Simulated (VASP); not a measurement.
Wanted: the native input for a VASP 6.6.1 run.

* Task: single point
* Functional: PBE
* Potentials or basis: VASP PAW PBE potentials, release 64 (Hf_pv, Sc_sv)
* Cutoff: 520 eV
* k mesh: 6 × 6 × 6
* Occupations: gaussian, width 0.1 eV
* Spin: no spin polarisation
* Dipole correction: no
* Further INCAR settings: ALGO = Normal; EDIFF = 1e-06; NBANDS = 30

The structure of HfSc3 lies in POSCAR:

```
HfSc3
1.0
   -2.2783508231      2.2783508231      4.5394311796
    2.2783508231     -2.2783508231      4.5394311796
    2.2783508231      2.2783508231     -4.5394311796
Hf Sc
1 3
Direct
    0.0000000000      0.0000000000      0.0000000000
    0.5000000000      0.5000000000      0.0000000000
    0.2500000000      0.7500000000      0.5000000000
    0.7500000000      0.2500000000      0.5000000000
```

One way to write it, as run:

INCAR

```
  PREC = Accurate
  ENCUT = 520
  EDIFF = 1E-6
  ISMEAR = 0
  SIGMA = 0.1
  LREAL = False
  LASPH = True
  NELM = 80
  ALGO = Normal
  ISIF = 2
  LWAVE = False
  LCHARG = True
  GGA = PE
  LELF = True
  LVHAR = True
  NBANDS = 30
```

KPOINTS

```
Automatic mesh
0
Gamma
  6 6 6
```

Potentials or basis: VASP PAW PBE potentials, release 64 (Hf_pv, Sc_sv).

Run with:

```sh
$ cat potpaw_PBE.64/Hf_pv/POTCAR potpaw_PBE.64/Sc_sv/POTCAR > POTCAR
$ mpirun -np 1 vasp_std > vasp.out
```

It gave:

| Item | Value |
| --- | --- |
| Pressure | 0.2 GPa |
| Band gap on the k mesh | zero (an odd number of electrons rules out a gap without spin polarisation) |

Caveat: spin-orbit coupling is left out, which moves the levels of the heavy elements.

It took 4.2 min on 1 thread of Intel Xeon 8259CL (shared host), peak memory 0.29 GiB.
